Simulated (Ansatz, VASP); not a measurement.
**Two plane-wave programs on SiC**

```
CELL_PARAMETERS angstrom
0.00986 2.19038 2.17281
2.19038 0.00986 2.17281
2.20024 2.20024 0.00000
ATOMIC_POSITIONS crystal
Si 0.00049 0.00049 0.99951
C 0.24951 0.24951 0.25049
```

Change from the starting cell: strained cell.

Alike in both runs: task relaxation of the atoms; functional PBEsol; k mesh 10 × 10 × 10; occupations gaussian, width 0.02 eV; no spin polarisation.

|  | VASP | Ansatz |
| --- | --- | --- |
| version | VASP 6.6.1 | Ansatz 0.2.0 |
| potentials or method | VASP PAW PBE potentials, release 64 (Si, C), cutoff 520 eV | scalar-relativistic, plane waves, PAW |
| valence electrons in the cell | 8 | 8 |

Ansatz gave:

```
gap on the k mesh at the Fermi level, each at its own relaxed structure (eV) : 1.16
```

Problem. Estimate VASP's values.

Solution. gap on the k mesh at the Fermi level, each at its own relaxed structure (eV): 1.15.

VASP's potentials were made for PBE, not for PBEsol, and Ansatz warns of the same on its side. Ansatz's warnings: stress scf threshold loose.
